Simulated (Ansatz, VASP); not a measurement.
Zn5In6O14: VASP beside Ansatz

Contents of INCAR:

```
SYSTEM = Zn5In6O14
PREC = Accurate
ENCUT = 520
EDIFF = 1E-7
ISMEAR = -1
SIGMA = 0.1861
LREAL = Auto
LASPH = .TRUE.
NELM = 80
ALGO = Normal
ISIF = 2
LWAVE = .FALSE.
LCHARG = .FALSE.
GGA = PE
NBANDS = 129
```

KPOINTS

```
regular mesh
0
G
  3 3 3
  0 0 0
```

POSCAR

```
Zn5In6O14
1.0
    7.0438800000     -0.1145760000     -0.0836140000
   -0.1145760000      6.9289560000     -0.0449660000
   -0.0836140000     -0.0449660000      6.7952250000
In O Zn
6 14 5
Direct
    0.2256138462      0.2731333394      0.8851330553
    0.0360412192      0.1700094607      0.3570036061
    0.2142803639      0.8469544538      0.7834194314
    0.8594389215      0.5044006898      0.6853003754
    0.4148091222      0.4731084720      0.4624206852
    0.6444678620      0.9331514119      0.6064861810
    0.8282908123      0.2348604101      0.6570809783
    0.0692294002      0.0564498273      0.0143930600
    0.5809782719      0.6848171311      0.2174644940
    0.4819552394      0.9230460199      0.8579914298
    0.3017698369      0.5733184276      0.8373159376
    0.7977034190      0.4323848825      0.0231844872
    0.9112243026      0.7530605699      0.9007843350
    0.3794781225      0.7615497044      0.2741985046
    0.6062923214      0.6519330527      0.6094226766
    0.9912484609      0.8807256004      0.5473557636
    0.7441485828      0.0049843998      0.2717641400
    0.1111610028      0.4657975597      0.4884749359
    0.3704024705      0.1659796925      0.6095821890
    0.2596112854      0.3224909371      0.1720010496
    0.8087953506      0.0522517339      0.9235901854
    0.5206823386      0.0309824825      0.1542419517
    0.5639883562      0.5190412716      0.0045234646
    0.2102181302      0.6330344231      0.0917200021
    0.8954181248      0.7805900057      0.2411128809
```

Input for Ansatz:

```yaml
crystal:
  lattice:
    - [7.04388, -0.114576, -0.083614]
    - [-0.114576, 6.928956, -0.044966]
    - [-0.083614, -0.044966, 6.795225]
  atoms:
    - { symbol: In, position: [0.2256138462, 0.2731333394, 0.8851330553] }
    - { symbol: In, position: [0.0360412192, 0.1700094607, 0.3570036061] }
    - { symbol: In, position: [0.2142803639, 0.8469544538, 0.7834194314] }
    - { symbol: In, position: [0.8594389215, 0.5044006898, 0.6853003754] }
    - { symbol: In, position: [0.4148091222, 0.473108472, 0.4624206852] }
    - { symbol: In, position: [0.644467862, 0.9331514119, 0.606486181] }
    - { symbol: O, position: [0.8282908123, 0.2348604101, 0.6570809783] }
    - { symbol: O, position: [0.0692294002, 0.0564498273, 0.01439306] }
    - { symbol: O, position: [0.5809782719, 0.6848171311, 0.217464494] }
    - { symbol: O, position: [0.4819552394, 0.9230460199, 0.8579914298] }
    - { symbol: O, position: [0.3017698369, 0.5733184276, 0.8373159376] }
    - { symbol: O, position: [0.797703419, 0.4323848825, 0.0231844872] }
    - { symbol: O, position: [0.9112243026, 0.7530605699, 0.900784335] }
    - { symbol: O, position: [0.3794781225, 0.7615497044, 0.2741985046] }
    - { symbol: O, position: [0.6062923214, 0.6519330527, 0.6094226766] }
    - { symbol: O, position: [0.9912484609, 0.8807256004, 0.5473557636] }
    - { symbol: O, position: [0.7441485828, 0.0049843998, 0.27176414] }
    - { symbol: O, position: [0.1111610028, 0.4657975597, 0.4884749359] }
    - { symbol: O, position: [0.3704024705, 0.1659796925, 0.609582189] }
    - { symbol: O, position: [0.2596112854, 0.3224909371, 0.1720010496] }
    - { symbol: Zn, position: [0.8087953506, 0.0522517339, 0.9235901854] }
    - { symbol: Zn, position: [0.5206823386, 0.0309824825, 0.1542419517] }
    - { symbol: Zn, position: [0.5639883562, 0.5190412716, 0.0045234646] }
    - { symbol: Zn, position: [0.2102181302, 0.6330344231, 0.0917200021] }
    - { symbol: Zn, position: [0.8954181248, 0.7805900057, 0.2411128809] }
basis:
  ecutwfc: 420
kpoints:
  mp_grid: { grid: [3, 3, 3] }
hamiltonian:
  xc: pbe
scf:
  occupations: { method: fermi_dirac, width: 0.1861 }
output:
  forces: true
  stress: true
  eigenvalues: true
  populations: true
  write_density: true
  write_potential: true
  elf: true
  volumetric_format: npy
```

Alike in both runs: task single point; functional PBE; k mesh 3 × 3 × 3; occupations fermi-dirac, width 0.1861 eV; no spin polarisation.

|  | VASP | Ansatz |
| --- | --- | --- |
| version | VASP 6.6.1 | Ansatz 0.2.0 |
| potentials or method | VASP PAW PBE potentials, release 64 (In_d, O, Zn), cutoff 520 eV | scalar-relativistic, plane waves, PAW |
| valence electrons in the cell | 222 | 222 |

```tsv
	VASP	Ansatz	Ansatz less VASP
rms of the force components (eV/Å)	1.568	1.531	-0.0366
```

Atom by atom the forces differ by 0.058 eV/Å (rms over components).
